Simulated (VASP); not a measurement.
A run of VASP 6.6.1 is set up as follows.

File INCAR:

```
SYSTEM = N
PREC = Accurate
ENCUT = 520
EDIFF = 1E-7
ISMEAR = -1
SIGMA = 0.05
LREAL = Auto
LASPH = .TRUE.
NELM = 100
ALGO = Normal
ISIF = 2
LWAVE = .FALSE.
LCHARG = .FALSE.
GGA = PE
IVDW = 12
NBANDS = 78
```

KPOINTS

```
Automatic mesh
0
G
  1 1 1
  0 0 0
```

File POSCAR:

```
N
1.0
    8.8620950000      0.0000000000      0.0000000000
    0.0000000000      8.8620950000      0.0000000000
    0.0000000000      0.0000000000      8.8620950000
N
24
Direct
    0.7709802253      0.4958646911      0.3894225914
    0.8680340258      0.5674053370      0.3671930847
    0.5999145800      0.8833802842      0.6695933636
    0.6589976749      0.7926793834      0.7330885079
    0.2708388931      0.1285700503      0.8968646804
    0.3011139014      0.0669931884      0.7925552592
    0.5735551244      0.2904843606      0.0560138432
    0.6928835676      0.2798548199      0.0934542002
   -0.0347096257      0.0908137410      0.4979296656
   -0.0800600761      0.1560579073      0.4036291644
    0.2035184683      0.6095398436      0.8681468659
    0.2024916230      0.6362829557      0.7459635673
    0.2276324052      0.4008984332      0.2711548454
    0.2309160531      0.3562588756      0.3843899213
    0.2800127961      0.8269150805      0.3356542669
    0.2431930599      0.9324431751      0.3918148023
    0.5000284921      0.7840471130      0.0195890475
    0.5651485343      0.7738915008      0.1233794041
    0.5699442400      0.1454283665      0.4323469789
    0.5283965022      0.2487447945      0.4899405840
    0.8919787026      0.4420963666      0.7970688646
    0.7985809225      0.4306995129      0.7173811610
   -0.0190474149      0.9495384556      1.0466148241
   -0.0873044128      1.0049542461      0.9555866869
```

Potentials or basis: VASP PAW PBE potentials, release 64 (N).

The run is started by

```console
$ cat potpaw_PBE.64/N/POTCAR > POTCAR
$ mpirun -np 1 vasp_gam > vasp.out
```

(1) What does it give for the pressure?

(2) Predict the dispersion energy per atom.

Answers

(1) 1.8 GPa.

(2) -0.040 eV.

Caveat: the k points lie up to 0.71 Å⁻¹ apart; the standard files for N, O and F lose accuracy on very short bonds.
